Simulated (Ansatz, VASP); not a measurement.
Sn5GeO6: VASP beside Ansatz

```
Sn Ge O
1.0
     3.83002    0.00000    0.00000
     0.00000    3.83002    0.00000
     0.00000    0.00000   14.97347
Sn Ge O
5 1 6
Cartesian
  1.9150 1.9150 1.0596
  1.9150 1.9150 6.1351
  1.9150 1.9150 11.2483
  0.0000 0.0000 3.7907
  0.0000 0.0000 8.8996
  0.0000 0.0000 13.8957
  0.0000 1.9150 14.8611
  0.0000 1.9150 4.9616
  0.0000 1.9150 10.0698
  1.9150 0.0000 14.8611
  1.9150 0.0000 4.9616
  1.9150 0.0000 10.0698
```

Alike in both runs: task single point; functional PBE; k mesh 4 × 4 × 1; occupations gaussian, width 0.1 eV; no spin polarisation.

```csv
,VASP,Ansatz
version,VASP 6.6.1,Ansatz 0.2.0
potentials or method,"VASP PAW PBE potentials, release 64 (Sn_d, Ge_d, O), cutoff 520 eV","scalar-relativistic, plane waves, PAW"
valence electrons in the cell,120,120
```

```csv
,VASP,Ansatz,Ansatz less VASP
gap on the k mesh at the Fermi level (eV),0.76,0.75,-0.011
least direct gap on the mesh (eV),1.44,1.47,+0.029
pressure (GPa),0.3,0.1,-0.19
rms of the force components (eV/Å),0.030,0.004,-0.0260
```

Atom by atom the forces differ by 0.031 eV/Å (rms over components).
